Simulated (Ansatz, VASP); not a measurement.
## ScGa in VASP and in Ansatz

```
Sc Ga
1.0
     1.96088   -5.01435    0.00000
     1.96088    5.01435    0.00000
     0.00000    0.00000    3.80098
Sc Ga
2 2
Direct
  0.86014 0.13986 0.75000
  0.13986 0.86014 0.25000
  0.58112 0.41888 0.75000
  0.41888 0.58112 0.25000
```

Alike in both runs: functional LDA; k mesh 12 × 12 × 12; occupations gaussian, width 0.1 eV; no spin polarisation.

Ansatz relaxed the structure, and its values are those at the end. VASP's run is a single point on that final structure, the one shown.

|  | VASP | Ansatz |
| --- | --- | --- |
| version | VASP 6.6.1 | Ansatz 0.2.0 |
| potentials or method | VASP PAW LDA potentials, release 64 (Sc_sv, Ga_d), cutoff 520 eV | scalar-relativistic, plane waves, PAW |
| valence electrons in the cell | 48 | 48 |

|  | VASP | Ansatz | Ansatz less VASP |
| --- | --- | --- | --- |
| gap on the k mesh at the Fermi level (eV) | none | none | - |
| pressure (GPa) | 0.3 | 0.0 | -0.31 |
| rms of the force components (eV/Å) | 0.006 | 0.001 | -0.0046 |

LDA's correlation is that of Perdew and Zunger in VASP and of Perdew and Wang (1992) in Ansatz. A gap of «none» marks a metal or a gap that the smearing closes.
